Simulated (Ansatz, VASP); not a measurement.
**One calculation of Pt, two programs**

The input POSCAR:

```
Pt
1.0
   -1.5603896167      1.5603896167      1.5603896167
    1.5603896167     -1.5603896167      1.5603896167
    1.5603896167      1.5603896167     -1.5603896167
Pt
1
Direct
    0.0000000000      0.0000000000      0.0000000000
```

Contents of INCAR.step1:

```
PREC = Accurate
ENCUT = 550
ISMEAR = 0
SIGMA = 0.1
LREAL = False
LASPH = True
NELM = 120
NBANDS = 11
GGA = PE
ALGO = Normal
EDIFF = 1E-5
LWAVE = True
LCHARG = False
GGA_COMPAT = False
```

The input INCAR.step2:

```
PREC = Accurate
ENCUT = 550
EDIFF = 1E-6
ISMEAR = 0
SIGMA = 0.1
LREAL = False
LASPH = True
NELM = 120
ALGO = Normal
ISIF = 2
LWAVE = False
LCHARG = False
METAGGA = R2SCAN
LMIXTAU = True
NBANDS = 11
ISTART = 1
GGA_COMPAT = False
```

KPOINTS

```
regular mesh
0
Gamma
  18 18 18
```

Input for Ansatz:

```yaml
crystal:
  lattice:
    - [-1.5603896167, 1.5603896167, 1.5603896167]
    - [1.5603896167, -1.5603896167, 1.5603896167]
    - [1.5603896167, 1.5603896167, -1.5603896167]
  atoms:
    - { symbol: Pt, position: [0.0, 0.0, 0.0] }
basis:
  ecutwfc: 500
kpoints:
  mp_grid: { grid: [18, 18, 18] }
hamiltonian:
  xc: r2scan
  pseudopotentials: { kind: paw, azcp: { folder: soft_1 } }
scf:
  occupations: { method: gaussian, width: 0.1 }
output:
  forces: true
  stress: true
  eigenvalues: true
```

Alike in both runs: task single point; functional r2SCAN; k mesh 18 × 18 × 18; occupations gaussian, width 0.1 eV; no spin polarisation.

|  | VASP | Ansatz |
| --- | --- | --- |
| version | VASP 6.6.1 | Ansatz 0.2.0 |
| potentials or method | VASP PAW PBE potentials, release 64 (Pt), cutoff 550 eV | scalar-relativistic, plane waves, PAW |
| valence electrons in the cell | 10 | 18 |

```csv
,VASP,Ansatz,Ansatz less VASP
gap on the k mesh at the Fermi level (eV),none,none,-
pressure (GPa),5.5,4.7,-0.81
```

VASP's potentials were made for PBE, not for r2SCAN. A gap of «none» marks a metal or a gap that the smearing closes. With one functional, cell and mesh, what is left measures potentials, basis and numerics. VASP's potentials hold 10 valence electrons a cell and Ansatz's 18, so a difference there can come from the potentials and not from the codes.

Spin-orbit coupling is off throughout.
